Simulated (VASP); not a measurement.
Set up this calculation in VASP 6.6.1, as the native input.

- Task: single point
- Functional: BLYP
- Potentials or basis: VASP PAW PBE potentials, release 64 (Si)
- Cutoff: 520 eV
- k mesh: 6 × 6 × 6
- Occupations: fermi-dirac, width 0.05 eV
- Spin: no spin polarisation
- Dipole correction: no
- Further INCAR settings: ALGO = Normal; EDIFF = 1e-06; NBANDS = 11

The structure of Si lies in POSCAR:

```
Si
1.0
    0.0000000000      2.7663090466      2.7663090466
    2.7663090466      0.0000000000      2.7663090466
    2.7663090466      2.7663090466      0.0000000000
Si
2
Direct
    0.5000000000      0.5000000000      0.5000000000
    0.7500000000      0.7500000000      0.7500000000
```

The input as run:

INCAR

```
PREC = Accurate
ENCUT = 520
EDIFF = 1E-6
ISMEAR = -1
SIGMA = 0.05
LREAL = F
LASPH = T
NELM = 80
ALGO = Normal
ISIF = 2
LWAVE = F
LCHARG = T
GGA = B5
ALDAX = 1.0
AGGAX = 1.0
AGGAC = 1.0
ALDAC = 0.0
LELF = T
LVHAR = T
NBANDS = 11
```

KPOINTS

```
Automatic mesh
0
Gamma
  6 6 6
```

Potentials or basis: VASP PAW PBE potentials, release 64 (Si).

Launch:

```sh
$ cat potpaw_PBE.64/Si/POTCAR > POTCAR
$ mpirun -np 1 vasp_std > vasp.out
```

Results of the run:

```json
{"Pressure": "0.1 GPa", "Band gap on the k mesh": "1.01 eV, indirect (least direct gap 2.55 eV)"}
```

Caveat: the PAW data sets were made with another functional, which shifts forces and pressure a little.

It took 8.5 s on 1 thread of Intel(R) Xeon(R) Platinum 8559C (Emerald Rapids), with other jobs on the host, peak memory 0.15 GiB.
